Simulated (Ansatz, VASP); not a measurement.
One calculation of AlN, two programs

```
Al N
1.0
     0.00000    2.21953    2.21953
     2.21953    0.00000    2.21953
     2.21953    2.21953    0.00000
Al N
1 1
Direct
  0.98856 0.01144 0.01144
  0.77203 0.72797 0.72797
```

Change from the starting cell: mode 4 frozen in at -0.097 Å, equal normal strain along x, y and z +0.0083.

Alike in both runs: task single point; functional PBE; k mesh 10 × 10 × 10; occupations gaussian, width 0.05 eV; no spin polarisation.

|  | VASP | Ansatz |
| --- | --- | --- |
| version | VASP 6.6.1 | Ansatz 0.2.0 |
| potentials or method | VASP PAW PBE potentials, release 64 (Al, N), cutoff 520 eV | scalar-relativistic, plane waves, PAW |
| valence electrons in the cell | 8 | 8 |

```tsv
	VASP	Ansatz	Ansatz less VASP
gap on the k mesh at the Fermi level (eV)	2.92	2.92	+0.007
least direct gap on the mesh (eV)	3.38	3.37	-0.006
pressure (GPa)	-2.4	-2.2	+0.19
traceless stress, the component that is largest in VASP (GPa)	-7.68	-7.66	+0.022
rms of the force components (eV/Å)	1.070	1.068	-0.0024
```

Atom by atom the forces differ by 0.002 eV/Å (rms over components). The functional is the same, so the differences come from potentials, cutoffs and numerics.
